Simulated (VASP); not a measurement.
# Si (Fd-3m) in VASP: elastic constants with r2SCAN

Aim: the elastic constants of Si with r2SCAN.

All numbers are computed with VASP 6.6.1; they aren't measurements. Logs are shortened: lines on timing, memory, paths and dates and some standing lists are left out, and cuts for length are marked.

## Step 1: The cell of the first run

The structure is cubic, space group Fd-3m (No. 227). Conventional cell: a = 5.230 Å, b = 5.230 Å, c = 5.230 Å, α = 90.00°, β = 90.00°, γ = 90.00°. Within 3.0 Å of Si (site symmetry -43m) lie 4 Si at 2.26 Å.

## Step 2: Elastic constants, r2SCAN

Input file INCAR:

```
PREC = Accurate ; ENCUT = 600
EDIFF = 1E-8 ; ISMEAR = 0
SIGMA = 0.01 ; LREAL = F
LASPH = T ; NELM = 60
ALGO = Normal ; ISIF = 3
LWAVE = F ; LCHARG = F
METAGGA = R2SCAN ; LMIXTAU = T
IBRION = 6 ; NFREE = 2
POTIM = 0.015 ; NSW = 1
```

Input file KPOINTS:

```
Automatic mesh
0
Gamma
  8 8 8
```

Input file POSCAR:

```
Si
1.0
    0.0000000000      2.6149742659      2.6149742659
    2.6149742659      0.0000000000      2.6149742659
    2.6149742659      2.6149742659      0.0000000000
Si
2
Direct
    0.2500000000      0.2500000000      0.2500000000
    0.0000000000      0.0000000000      0.0000000000
```

Potentials or basis: VASP PAW PBE potentials, release 64 (Si).

Launch:

```bash
> cat potpaw_PBE.64/Si/POTCAR > POTCAR
> mpirun -np 1 vasp_std > vasp.out
```

OUTCAR:

```text
PREC = Accurate
   ENCUT = 600
   EDIFF = 1E-8
   ISMEAR = 0
   LREAL = F
   LASPH = T
   NELM = 60
   ISIF = 3
   METAGGA = R2SCAN
   IBRION = 6
   NFREE = 2
   POTIM = 0.015
   NSW = 1

 ion  position               nearest neighbor table
   1  0.250  0.250  0.250-   2 2.26   2 2.26   2 2.26   2 2.26
   2  0.000  0.000  0.000-   1 2.26   1 2.26   1 2.26   1 2.26

  LATTYP: Found a face centered cubic cell.
 ALAT       =     5.2299485318

  Lattice vectors:

 A1 = (   0.0000000000,   2.6149742659,   2.6149742659)
 A2 = (   2.6149742659,   0.0000000000,   2.6149742659)
 A3 = (   2.6149742659,   2.6149742659,   0.0000000000)

Analysis of symmetry for initial positions (statically):
=====================================================================
 Subroutine PRICEL returns:
 Original cell was already a primitive cell.

 Routine SETGRP: Setting up the symmetry group for a
 face centered cubic supercell.

 Subroutine GETGRP returns: Found 48 space group operations
 (whereof 24 operations were pure point group operations)
 out of a pool of 48 trial point group operations.

The static configuration has the point symmetry T_d .
 The point group associated with its full space group is O_h .

Analysis of symmetry for dynamics (positions and initial velocities):
=====================================================================
 Subroutine PRICEL returns:
 Original cell was already a primitive cell.

 Routine SETGRP: Setting up the symmetry group for a
 face centered cubic supercell.

 Subroutine GETGRP returns: Found 48 space group operations
 (whereof 24 operations were pure point group operations)
 out of a pool of 48 trial point group operations.

The dynamic configuration has the point symmetry T_d .
 The point group associated with its full space group is O_h .

 Subroutine INISYM returns: Found 48 space group operations
 (whereof 24 operations are pure point group operations),
 and found     1 'primitive' translations

----------------------------------------------------------------------------------------

                                     Primitive cell

  volume of cell :      35.7629

  direct lattice vectors                    reciprocal lattice vectors
     0.000000000  2.614974266  2.614974266    -0.191206471  0.191206471  0.191206471
     2.614974266  0.000000000  2.614974266     0.191206471 -0.191206471  0.191206471
     2.614974266  2.614974266  0.000000000     0.191206471  0.191206471 -0.191206471

  length of vectors
     3.698132072  3.698132072  3.698132072     0.331179322  0.331179322  0.331179322

  position of ions in fractional coordinates (direct lattice)
     0.250000000  0.250000000  0.250000000
     0.000000000  0.000000000  0.000000000

  ion indices of the primitive-cell ions
   primitive index   ion index
                 1           1
                 2           2

----------------------------------------------------------------------------------------

 KPOINTS: Automatic mesh

Automatic generation of k-mesh.
 Grid dimensions read from file:
 generate k-points for:    8    8    8

 Generating k-lattice:

  Cartesian coordinates                     Fractional coordinates (reciprocal lattice)
[... 109 lines left out ...]

  energy without entropy =      -17.36092163  energy(sigma->0) =      -17.36092163

------------------------ aborting loop because EDIFF is reached ----------------------------------------

  FORCE on cell =-STRESS in cart. coord.  units (eV):
  Direction    XX          YY          ZZ          XY          YZ          ZX
  --------------------------------------------------------------------------------------
  -------------------------------------------------------------------------------------
  Total        3.2850861      3.2850861      3.2850861      0.0000000     -0.0000000      0.0000000
  in kB      147.1719649    147.1719649    147.1719649      0.0000000     -0.0000000      0.0000000
  external PRESSURE =     147.1719649 kB  Pullay stress =       0.0000000 kB
[... 89 lines left out ...]
  FREE ENERGIE OF THE ION-ELECTRON SYSTEM (eV)
  ---------------------------------------------------
  free  energy   TOTEN  =       -17.3060293764 eV

  energy  without entropy=      -17.3060293764  energy(sigma->0) =      -17.30602938

[... ionic steps 4 to 12 ...]

--------------------------------------- Ionic step       13  -------------------------------------------

 number of electron       8.0000000 magnetization

------------------------ aborting loop because EDIFF is reached ----------------------------------------
[... 67 lines left out ...]
--------------------------------------- Ionic step       15  -------------------------------------------

 number of electron       8.0000000 magnetization

 Free energy of the ion-electron system (eV)
  ---------------------------------------------------
  ext. energy  EPLUGINS =         0.00000000
  ---------------------------------------------------
  free energy    TOTEN  =       -17.35895094 eV

  energy without entropy =      -17.35895094  energy(sigma->0) =      -17.35895094

 E-fermi :   7.0843     XC(G=0): -10.3125

 val. band max:        7.0328275975   @ k =   0.0000   0.0000   0.0000
 cond. band min:       7.5683683013   @ k =   0.0000   0.3750   0.3750
 fundamental gap:      0.5355407037
 Fermi energy:         7.0843419312

 k-point     1 :       0.0000    0.0000    0.0000
  band No.  band energies     occupation
      1      -6.4214      2.00000
      2       6.8720      2.00000
      3       6.9530      2.00000
      4       7.0328      2.00000
      5       9.7085      0.00000
      6       9.7524      0.00000
      7       9.7980      0.00000
      8      12.3899      0.00000
[... 243 lines left out ...]
 k-point    24 :      -0.3750    0.2500    0.1250
  band No.  band energies     occupation
      1      -3.0180      2.00000
      2      -0.6357      2.00000
      3       3.0244      2.00000
      4       4.4390      2.00000
      5      10.2984      0.00000
      6      10.5670      0.00000
      7      13.6043      0.00000
      8      14.9169      0.00000

 [... further k-points ...]

------------------------ aborting loop because EDIFF is reached ----------------------------------------

  FORCE on cell =-STRESS in cart. coord.  units (eV):
  Direction    XX          YY          ZZ          XY          YZ          ZX
  --------------------------------------------------------------------------------------
  -------------------------------------------------------------------------------------
  Total        3.2838504      3.2895484      3.2895484      0.0000000      0.2314263      0.0000000
  in kB      147.1166027    147.3718732    147.3718732      0.0000000     10.3679066      0.0000000
  external PRESSURE =     147.2867831 kB  Pullay stress =       0.0000000 kB
[... 17 lines left out ...]
  FREE ENERGIE OF THE ION-ELECTRON SYSTEM (eV)
  ---------------------------------------------------
  free  energy   TOTEN  =       -17.3589509417 eV

  energy  without entropy=      -17.3589509417  energy(sigma->0) =      -17.35895094

 INTERNAL STRAIN TENSORS FROM STRAINED CELLS
 ============================================

 INTERNAL STRAIN TENSOR FOR ION    1 for displacements in x,y,z  (eV/Angst):
          X           Y           Z          XY          YZ          ZX
  --------------------------------------------------------------------------------
  x     0.00000     0.00000    -0.00000     0.00000   -15.43198    -0.00000
  y     0.00000     0.00000    -0.00000     0.00000    -0.00000   -15.42855
  z     0.00000     0.00000     0.00000   -15.43177     0.00000     0.00000

 INTERNAL STRAIN TENSORS FROM DISPLACED ATOMS
 ============================================

 INTERNAL STRAIN TENSOR FOR ION    1 for displacements in x,y,z  (eV/Angst):
          X           Y           Z          XY          YZ          ZX
  --------------------------------------------------------------------------------
  x    -0.00000    -0.00000    -0.00000     0.00000   -15.42772     0.00000
  y    -0.00000    -0.00000    -0.00000     0.00000     0.00000   -15.42772
  z    -0.00000    -0.00000    -0.00000   -15.42772     0.00000     0.00000

 INTERNAL STRAIN TENSOR FOR ION    2 for displacements in x,y,z  (eV/Angst):
          X           Y           Z          XY          YZ          ZX
  --------------------------------------------------------------------------------
  x     0.00000     0.00000     0.00000     0.00000    15.42772     0.00000
  y     0.00000     0.00000     0.00000     0.00000     0.00000    15.42772
  z     0.00000     0.00000     0.00000    15.42772     0.00000     0.00000

 Eigenvectors and eigenvalues of the dynamical matrix
 ----------------------------------------------------

   1 f  =   17.462705 THz   109.721412 2PiTHz  582.493143 cm-1    72.219913 meV
             X         Y         Z           dx          dy          dz
      1.307487  1.307487  1.307487     0.000000   -0.707107    0.000000
      0.000000  0.000000  0.000000     0.000000    0.707107    0.000000
[... 21 lines left out ...]
   6 f  =    0.000000 THz     0.000000 2PiTHz    0.000000 cm-1     0.000000 meV
             X         Y         Z           dx          dy          dz
      1.307487  1.307487  1.307487     0.000000    0.000000    0.707107
      0.000000  0.000000  0.000000     0.000000    0.000000    0.707107

--------------------------------------------------------------------------------------------------------

 ELASTIC MODULI CONTR FROM IONIC RELAXATION (kBar)
 Direction    XX          YY          ZZ          XY          YZ          ZX
 --------------------------------------------------------------------------------
 XX          -0.0000     -0.0000     -0.0000     -0.0000     -0.0000     -0.0000
 YY          -0.0000     -0.0000     -0.0000     -0.0000     -0.0000     -0.0000
 ZZ          -0.0000     -0.0000     -0.0000     -0.0000     -0.0000     -0.0000
 XY          -0.0000     -0.0000     -0.0000   -608.5771      0.0000      0.0000
 YZ          -0.0000     -0.0000     -0.0000      0.0000   -608.5771      0.0000
 ZX          -0.0000     -0.0000     -0.0000      0.0000      0.0000   -608.5771
 --------------------------------------------------------------------------------

 TOTAL ELASTIC MODULI (kBar)
 Direction    XX          YY          ZZ          XY          YZ          ZX
 --------------------------------------------------------------------------------
 XX        2097.7213   1047.9462   1047.9462     -0.0000      0.0000      0.0000
 YY        1047.9462   2097.7213   1047.9462      0.0000     -0.0000     -0.0000
 ZZ        1047.9462   1047.9462   2097.7213     -0.0000      0.0000     -0.0000
 XY          -0.0000      0.0000     -0.0000    882.1128      0.0000      0.0000
 YZ           0.0000     -0.0000      0.0000      0.0000    882.1128      0.0000
 ZX           0.0000     -0.0000     -0.0000      0.0000      0.0000    882.1128
 --------------------------------------------------------------------------------
```

It took 16 min on 1 thread of Intel Xeon 6975P-C (Granite Rapids), shared host; peak memory 0.23 GiB.

What came out:

| Quantity | Value |
| --- | --- |
| Elastic constants C11, C12, C44 | 210, 105, 88 GPa |
| Voigt bulk modulus | 140 GPa |
| Highest phonon frequency at Γ | 582 cm⁻¹ |

Phonon frequencies in cm⁻¹ (negative: imaginary):
| q point | frequencies |
| --- | --- |
| (0.000, 0.000, 0.000) | 0 0 0 582 582 582 |

Elastic tensor in Voigt notation (GPa, in the Cartesian axes of the cell as first typed):
```
210 105 105   0   0   0
105 210 105   0   0   0
105 105 210   0   0   0
  0   0   0  88   0   0
  0   0   0   0  88   0
  0   0   0   0   0  88
```

Clamped-ion elastic tensor (GPa):
```
210 105 105   0   0   0
105 210 105   0   0   0
105 105 210   0   0   0
  0   0   0 149   0   0
  0   0   0   0 149   0
  0   0   0   0   0 149
```

Caveat: the cell is under stress, which shifts elastic constants; the PAW data sets were made with another functional, which shifts forces and pressure a little.
